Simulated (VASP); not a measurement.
Write the native input for VASP 6.6.1 that does the following.

```
Task                   : single point
Functional             : PBEsol
Potentials or basis    : VASP PAW PBE potentials, release 64 (Hf_pv, N)
Cutoff                 : 520 eV
k mesh                 : 16 × 16 × 12
Occupations            : gaussian, width 0.1 eV
Spin                   : no spin polarisation
Dipole correction      : no
Further INCAR settings : ALGO = Normal; EDIFF = 1e-06; NBANDS = 23
```

The structure of HfN lies in POSCAR:

```
HfN
1.0
    2.3521569709      2.3521569709      0.0000000000
   -2.3521569709      2.3521569709      0.0000000000
    0.0000000000      0.0000000000      4.7043139418
Hf N
2 2
Direct
    0.0000000000      0.0000000000      0.0000000000
    0.5000000000      0.5000000000      0.5000000000
    0.5000000000      0.5000000000      0.0000000000
    0.0000000000      0.0000000000      0.5000000000
```

This cell differs from its parent crystal: equal strain along all axes, cell held: +4.5 %.

These files were run (other wordings do the same):

INCAR

```
PREC = Accurate
ENCUT = 520
EDIFF = 1E-6
ISMEAR = 0
SIGMA = 0.1
LREAL = False
LASPH = True
NELM = 80
ALGO = Normal
ISIF = 2
LWAVE = False
LCHARG = True
GGA = PS
LELF = True
LVHAR = True
NBANDS = 23
```

KPOINTS

```
regular mesh
0
Gamma
  16 16 12
```

Potentials or basis: VASP PAW PBE potentials, release 64 (Hf_pv, N).

Launch:

```bash
$ cat potpaw_PBE.64/Hf_pv/POTCAR potpaw_PBE.64/N/POTCAR > POTCAR
$ mpirun -np 1 vasp_std > vasp.out
```

It gave:

- Pressure: -30.1 GPa
- Band gap on the k mesh: zero (band 15 reaches 9.92 eV, above the bottom of band 16 at 3.82 eV)

Caveat: the cell differs from its parent crystal (equal strain along all axes, cell held: +4.5 %); the PAW data sets were made with another functional, which shifts forces and pressure a little; spin-orbit coupling is left out, which moves the levels of the heavy elements.

Run time: 3.2 min on 1 thread of Intel(R) Xeon(R) 6975P-C (Granite Rapids), with other jobs on the host, peak memory 0.42 GiB.
